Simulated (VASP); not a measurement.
# SrTiO3 (Pm-3m) in VASP: notebook

Runs on SrTiO3. Level: PBE. Tasks: single point.

Everything below comes from runs of VASP 6.6.1. Logs are shortened: lines on timing, memory, paths and dates and some standing lists are left out, and cuts for length are marked.

**1. The cell of the first run**

Symmetry: Pm-3m, No. 221, cubic system. The conventional cell has a = 3.825 Å, b = 3.825 Å, c = 3.825 Å, α = 90.00°, β = 90.00°, γ = 90.00°. Within 3.6 Å of Sr (site symmetry m-3m) lie 12 O at 2.70 Å and 8 Ti at 3.31 Å. Within 2.5 Å of Ti (site symmetry m-3m) lie 6 O at 1.91 Å. Within 2.5 Å of O (site symmetry 4/mmm) lie 2 Ti at 1.91 Å.

**2. Single point, PBE (11.19 Å³/atom)**

The input, INCAR:

```
SYSTEM = SrTiO3
PREC = Accurate
ENCUT = 520
EDIFF = 1E-6
ISMEAR = -1
SIGMA = 0.05
LREAL = .False.
LASPH = .True.
NELM = 100
ALGO = Normal
ISIF = 2
LWAVE = .False.
LCHARG = .True.
GGA = PE
LELF = .True.
LVHAR = .True.
NBANDS = 28
```

The input, KPOINTS:

```
Automatic mesh
0
Gamma
  7 7 7
  0 0 0
```

The input, POSCAR:

```
SrTiO3
1.0
    3.8252837545      0.0000000000      0.0000000000
    0.0000000000      3.8252837545      0.0000000000
    0.0000000000      0.0000000000      3.8252837545
Sr Ti O
1 1 3
Direct
    0.0000000000      0.0000000000      0.0000000000
    0.5000000000      0.5000000000      0.5000000000
    0.0000000000      0.5000000000      0.5000000000
    0.5000000000      0.0000000000      0.5000000000
    0.5000000000      0.5000000000      0.0000000000
```

Potentials or basis: VASP PAW PBE potentials, release 64 (Sr_sv, Ti_sv, O).

The run is started by

```console
$ cat potpaw_PBE.64/Sr_sv/POTCAR potpaw_PBE.64/Ti_sv/POTCAR potpaw_PBE.64/O/POTCAR > POTCAR
$ mpirun -np 1 vasp_std > vasp.out
```

OUTCAR:

```text
SYSTEM = SrTiO3
   PREC = Accurate
   ENCUT = 520
   EDIFF = 1E-6
   ISMEAR = -1
   LREAL = .False.
   LASPH = .True.
   NELM = 100
   ISIF = 2
   GGA = PE

 ion  position               nearest neighbor table
   1  0.000  0.000  0.000-   3 2.70   4 2.70   5 2.70   3 2.70   4 2.70   3 2.70   5 2.70   3 2.70
                             4 2.70   5 2.70   4 2.70   5 2.70   2 3.31   2 3.31   2 3.31   2 3.31
   2  0.500  0.500  0.500-   3 1.91   4 1.91   5 1.91   5 1.91   4 1.91   3 1.91   1 3.31   1 3.31
                             1 3.31   1 3.31   1 3.31   1 3.31   1 3.31   1 3.31
   3  0.000  0.500  0.500-   2 1.91   2 1.91   1 2.70   1 2.70   1 2.70   1 2.70
   4  0.500  0.000  0.500-   2 1.91   2 1.91   1 2.70   1 2.70   1 2.70   1 2.70
   5  0.500  0.500  0.000-   2 1.91   2 1.91   1 2.70   1 2.70   1 2.70   1 2.70

  LATTYP: Found a simple cubic cell.
 ALAT       =     3.8252837545

  Lattice vectors:

 A1 = (   3.8252837545,   0.0000000000,   0.0000000000)
 A2 = (   0.0000000000,   3.8252837545,   0.0000000000)
 A3 = (   0.0000000000,   0.0000000000,   3.8252837545)

Analysis of symmetry for initial positions (statically):
=====================================================================
 Subroutine PRICEL returns:
 Original cell was already a primitive cell.

 Routine SETGRP: Setting up the symmetry group for a
 simple cubic supercell.

 Subroutine GETGRP returns: Found 48 space group operations
 (whereof 48 operations were pure point group operations)
 out of a pool of 48 trial point group operations.

The static configuration has the point symmetry O_h .

Analysis of symmetry for dynamics (positions and initial velocities):
=====================================================================
 Subroutine PRICEL returns:
 Original cell was already a primitive cell.

 Routine SETGRP: Setting up the symmetry group for a
 simple cubic supercell.

 Subroutine GETGRP returns: Found 48 space group operations
 (whereof 48 operations were pure point group operations)
 out of a pool of 48 trial point group operations.

The dynamic configuration has the point symmetry O_h .

 Subroutine INISYM returns: Found 48 space group operations
 (whereof 48 operations are pure point group operations),
 and found     1 'primitive' translations

----------------------------------------------------------------------------------------

                                     Primitive cell

[... 90 lines left out ...]
   NELM   =    100;   NELMIN=  2; NELMDL= -5     # of ELM steps
   EDIFF  = 0.1E-05   stopping-criterion for ELM
   LREAL  =      F    real-space projection
   EDIFFG = 0.1E-04   stopping-criterion for IOM
   NSW    =      0    number of steps for IOM
   IBRION =     -1    ionic relax: 0-MD 1-quasi-New 2-CG
   NFREE  =      0    steps in history (QN), initial steepest desc. (CG)
   ISIF   =      2    stress and relaxation
   ISYM   =      2    0-nonsym 1-usesym 2-fastsym
   POTIM  = 0.5000    time-step for ionic-motion
   TEBEG  =    0.0;   TEEND  =   0.0 temperature during run
   PSTRESS=    0.0 pullay stress
   NELECT =      40.0000    total number of electrons
   NUPDOWN=      -1.0000    fix difference up-down
   EMIN   =  10.00;   EMAX   =-10.00  energy-range for DOS
   EFERMI =   0.00;   METHOD = LEGACY
   ISMEAR =    -1;   SIGMA  =   0.05  broadening in eV -4-tet -1-fermi 0-gaus
   EFERMI_NEDOS =   21; number of points for ismear=-14 and -15
   IALGO  =     38    algorithm
   IMIX   =      4    mixing-type and parameters
     AMIX     =   0.40;   BMIX     =  1.00
     AMIX_MAG =   1.60;   BMIX_MAG =  1.00
  volume/ion in A,a.u.               =      11.19        75.55
  Fermi-wavevector in a.u.,A,eV,Ry     =   1.463630  2.765859 29.146557  2.142211
  Thomas-Fermi vector in A             =   2.579702
   LORBIT       =      0    0 simple, 1 ext, 2 COOP (PROOUT), +10 PAW based schemes
   GGA     = PE    functional components
   LHFCALC =     F    Hartree Fock is set to
   AEXX    =    0.0000 exact exchange contribution
   IVDW    =     0    specifies the selected vdW correction
   LEPSILON=     F    determine dielectric tensor
   LRPA    =     F    only Hartree local field effects (RPA)
 non-spin polarized calculation
  energy-cutoff  :      520.00
  volume of cell :       55.97
 maximum number of plane-waves:      1516
   NGX = 15   NGY = 15   NGZ = 15

 number of electron      39.9999994 magnetization

 Free energy of the ion-electron system (eV)
  ---------------------------------------------------
  ext. energy  EPLUGINS =         0.00000000
  ---------------------------------------------------
  free energy    TOTEN  =       -39.81847696 eV

  energy without entropy =      -39.81847696  energy(sigma->0) =      -39.81847696

 E-fermi :   5.6533     XC(G=0): -11.6015

 val. band max:        4.6160298650   @ k =   0.4286   0.4286   0.4286
 cond. band min:       6.6541864992   @ k =   0.0000   0.0000   0.0000
 fundamental gap:      2.0381566342
 Fermi energy:         5.6533390061

 k-point     1 :       0.0000    0.0000    0.0000
  band No.  band energies     occupation
      1     -51.5183      2.00000
      2     -27.9203      2.00000
      3     -27.8092      2.00000
      4     -27.8092      2.00000
      5     -27.8092      2.00000
      6     -12.9677      2.00000
[... 609 lines left out ...]
     27      13.6161      0.00000
     28      13.6161      0.00000

------------------------ aborting loop because EDIFF is reached ----------------------------------------

  FORCE on cell =-STRESS in cart. coord.  units (eV):
  Direction    XX          YY          ZZ          XY          YZ          ZX
  --------------------------------------------------------------------------------------
  -------------------------------------------------------------------------------------
  Total        6.4471613      6.4471613      6.4471613      0.0000000      0.0000000     -0.0000000
  in kB      184.5389936    184.5389936    184.5389936      0.0000000      0.0000000     -0.0000000
  external PRESSURE =     184.5389936 kB  Pullay stress =       0.0000000 kB

 VOLUME and BASIS-vectors are now :
 -----------------------------------------------------------------------------
  energy-cutoff  :      520.00
  volume of cell :       55.97
      direct lattice vectors                 reciprocal lattice vectors
     3.825283755  0.000000000  0.000000000     0.261418515  0.000000000  0.000000000
     0.000000000  3.825283755  0.000000000     0.000000000  0.261418515  0.000000000
     0.000000000  0.000000000  3.825283755     0.000000000  0.000000000  0.261418515

 POSITION                                       TOTAL-FORCE (eV/Angst)
 -----------------------------------------------------------------------------------
      0.00000      0.00000      0.00000         0.000000      0.000000      0.000000
      1.91264      1.91264      1.91264         0.000000      0.000000      0.000000
      0.00000      1.91264      1.91264         0.000000      0.000000      0.000000
      1.91264      0.00000      1.91264         0.000000      0.000000      0.000000
      1.91264      1.91264      0.00000         0.000000      0.000000      0.000000
 -----------------------------------------------------------------------------------
    total drift:                                0.000000      0.000000      0.000000

  FREE ENERGIE OF THE ION-ELECTRON SYSTEM (eV)
  ---------------------------------------------------
  free  energy   TOTEN  =       -39.8184769573 eV

  energy  without entropy=      -39.8184769571  energy(sigma->0) =      -39.81847696
```

stdout:

```text
POSCAR found type information on POSCAR SrTiO
 POSCAR found :  3 types and       5 ions
 scaLAPACK will be used
 LDA part: xc-table for (Slater+PW92), standard interpolation
 POSCAR, INCAR and KPOINTS ok, starting setup
 FFT: planning ... GRIDC
 FFT: planning ... GRID_SOFT
 FFT: planning ... GRID
 WAVECAR not read
 entering main loop
```

It took 42 s on 1 thread of Intel Xeon Platinum 8175M at 2.50GHz (Skylake/Cascade Lake), shared host; peak memory 0.17 GiB.

Results:

```yaml
Free_energy: -39.8185 eV
Pressure: 18.5 GPa
Band_gap_on_the_k_mesh: 2.04 eV (least direct gap 2.28 eV)
```

Levels at points of the mesh, in eV from the valence-band top:
| k point | band 16 | band 17 | band 18 | band 19 | band 20 | band 21 | band 22 | band 23 | band 24 | band 25 |
| --- | --- | --- | --- | --- | --- | --- | --- | --- | --- | --- |
| (0.00, 0.00, 0.00) | -1.21 | -1.21 | -0.24 | -0.24 | -0.24 | 2.04 | 2.04 | 2.04 | 4.82 | 4.82 |

Caveat: the cell stands under pressure; an odd mesh through Γ misses points on the zone boundary, where band edges can lie.

(Part 1 of 2 ends here.)
